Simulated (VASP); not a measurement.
## ZnCd3Si4P8: single point with PBEsol

The system is ZnCd3Si4P8.

```
CELL_PARAMETERS angstrom
11.14325 -0.00006 -0.00002
-0.00003 5.57162 -0.00001
-0.00002 -0.00002 10.48677
ATOMIC_POSITIONS crystal
Cd 0.99683 0.99062 0.99945
Cd 0.99877 0.50218 0.24919
Cd 0.50300 0.49936 0.25140
Cd 0.25238 0.99849 0.75010
Cd 0.24778 0.49718 0.49767
Cd 0.75109 0.49756 0.50132
Zn 0.49986 0.00006 0.00136
Zn 0.75055 0.00096 0.75091
Si 0.00247 0.00465 0.50096
Si 0.49712 0.00693 0.50039
Si 0.24984 0.00100 0.25000
Si 0.75176 0.00679 0.25049
Si 0.24638 0.49827 0.99860
Si 0.75149 0.49275 0.00437
Si 0.99950 0.50886 0.75150
Si 0.49832 0.50154 0.75020
P 0.13964 0.24701 0.12441
P 0.64378 0.24956 0.12281
P 0.10726 0.25221 0.62342
P 0.60411 0.24879 0.62640
P 0.35772 0.75336 0.12377
P 0.85521 0.74795 0.12727
P 0.37639 0.21114 0.37317
P 0.87402 0.20873 0.37268
P 0.12520 0.79109 0.37554
P 0.62450 0.78756 0.37750
P 0.12621 0.71431 0.87419
P 0.62341 0.72128 0.87393
P 0.39012 0.74348 0.62648
P 0.89316 0.74849 0.62332
P 0.37733 0.28770 0.87431
P 0.87705 0.28303 0.87569
```

```
Program                : VASP 6.6.1
Task                   : single point
Functional             : PBEsol
Potentials or basis    : VASP PAW PBE potentials, release 64 (Cd, Zn, Si, P)
Cutoff                 : 500 eV
k mesh                 : 1 × 1 × 2
Occupations            : fermi-dirac, width 0.05 eV
Spin                   : collinear spin
Dipole correction      : no
Further INCAR settings : LREAL = Auto; ALGO = Normal; EDIFF = 1e-06; NBANDS = 130
```

```json
{
  "Pressure": "0.4 GPa",
  "Largest force": "1.223 eV/Å",
  "Band gap on the k mesh": "1.19 eV",
  "Net moment": "0.00 μB per cell",
  "Valence electrons inside the program's atomic spheres": "Cd 10.45, 10.44, 10.43 (each value once); Zn 10.73, 10.72; Si 1.60, 1.61, 1.59 (each value once); P 2.54, 2.55, 2.53, 2.52, 2.56, 2.50 (each value once)"
}
```

Forces on the atoms (eV/Å):
```
Cd   0.149  0.072 -0.043
Cd   0.138 -0.033  0.263
Cd  -0.155  0.186 -0.071
Cd  -0.097  0.245  0.076
Cd   0.224  0.053 -0.178
Cd  -0.195 -0.088 -0.150
Zn  -0.015 -0.011 -0.228
Zn  -0.053 -0.050  0.032
Si  -0.399 -0.223 -0.165
Si   0.168 -0.895  0.217
Si   0.030 -0.012 -0.170
Si  -0.708 -0.769 -0.039
Si   0.603 -0.100  0.225
Si  -0.202  0.694 -0.986
Si   0.034 -0.626 -0.152
Si   0.359  0.189  0.119
P    0.746  0.037 -0.004
P   -0.373 -0.837 -0.156
P   -0.667  0.142  0.518
P    0.368 -0.379  0.530
P   -0.146  0.185 -0.511
P   -0.595  0.068  0.002
P   -0.294 -0.018 -0.080
P    0.490  0.071  0.495
P   -0.025  0.249 -0.125
P    0.159  0.756 -0.065
P   -0.129 -0.226  0.002
P    0.434  0.323  0.346
P    0.733  0.343 -0.541
P   -0.014  0.878  0.574
P    0.124 -0.308  0.890
P   -0.692  0.083 -0.626
```

Stress tensor (GPa, compression positive):
```
-0.58  0.25  0.25
 0.25  3.37  0.03
 0.25  0.03 -1.66
```

Levels at points of the mesh, in eV from the valence-band top:
Spin up:
```tsv
k point	band 101	band 102	band 103	band 104	band 105	band 106	band 107	band 108
(0.00, 0.00, 0.00)	-0.40	-0.26	-0.21	0.00	1.19	1.66	1.69	1.78
(0.00, 0.00, 0.50)	-0.83	-0.80	-0.67	-0.63	1.56	1.60	2.27	2.33
```
Spin down:
| k point | band 100 | band 101 | band 102 | band 103 | band 104 | band 105 | band 106 | band 107 | band 108 | band 109 |
| --- | --- | --- | --- | --- | --- | --- | --- | --- | --- | --- |
| (0.00, 0.00, 0.00) | -0.43 | -0.40 | -0.26 | -0.21 | 0.00 | 1.19 | 1.66 | 1.69 | 1.78 | 1.80 |
| (0.00, 0.00, 0.50) | -0.84 | -0.83 | -0.80 | -0.67 | -0.63 | 1.56 | 1.60 | 2.27 | 2.33 | 2.38 |

Wall time 8.4 min on 1 thread of Intel(R) Xeon(R) Platinum 8259CL CPU @ 2.50GHz (Skylake/Cascade Lake), with other jobs on the host, peak memory 0.93 GiB.

Caveat: the k points lie up to 1.13 Å⁻¹ apart; the PAW data sets were made with another functional, which shifts forces and pressure a little; an odd mesh through Γ misses points on the zone boundary, where band edges can lie.
